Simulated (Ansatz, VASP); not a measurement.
**K: VASP beside Ansatz**

File INCAR:

```
SYSTEM = K
  ALGO = Normal
  EDIFF = 1E-7
  ENCUT = 520
  GGA = RE
  ISIF = 2
  ISMEAR = -1
  LASPH = .TRUE.
  LCHARG = .FALSE.
  LREAL = .FALSE.
  LWAVE = .FALSE.
  NBANDS = 10
  NELM = 100
  PREC = Accurate
  SIGMA = 0.1
```

Contents of KPOINTS:

```
k-points
0
G
  14 14 14
  0 0 0
```

POSCAR

```
K
1.0
   -2.7811650544      2.7811650544      2.7811650544
    2.7811650544     -2.7811650544      2.7811650544
    2.7811650544      2.7811650544     -2.7811650544
K
1
Direct
    0.0000000000      0.0000000000      0.0000000000
```

Input for Ansatz:

```yaml
crystal:
  lattice:
    - [-2.7811650544, 2.7811650544, 2.7811650544]
    - [2.7811650544, -2.7811650544, 2.7811650544]
    - [2.7811650544, 2.7811650544, -2.7811650544]
  atoms:
    - { symbol: K, position: [0.0, 0.0, 0.0] }
hamiltonian:
  xc: revpbe
  pseudopotentials:
    kind: paw
    azcp:
      K: "pseudopotentials/K.paw.azcp"
basis:
  ecutwfc: 420
  fft_grid_basis: typed
kpoints:
  mp_grid: { grid: [14, 14, 14], shift: [0, 0, 0] }
magnetization:
  spin_polarized: false
scf:
  occupations: { method: fermi_dirac, width: 0.1 }
output:
  stress: true
```

Alike in both runs: task single point; functional revPBE; k mesh 14 × 14 × 14; occupations fermi-dirac, width 0.1 eV; no spin polarisation.

```csv
,VASP,Ansatz
version,VASP 6.6.1,Ansatz 0.2.0
potentials or method,"VASP PAW PBE potentials, release 64 (K_sv), cutoff 520 eV","plane waves (420 eV) with PAW, scalar-relativistic"
valence electrons in the cell,9,9
```

```csv
,VASP,Ansatz,Ansatz less VASP
pressure (GPa),-0.2,-0.2,+0.01
```

VASP's potentials were made for PBE, not for revPBE.
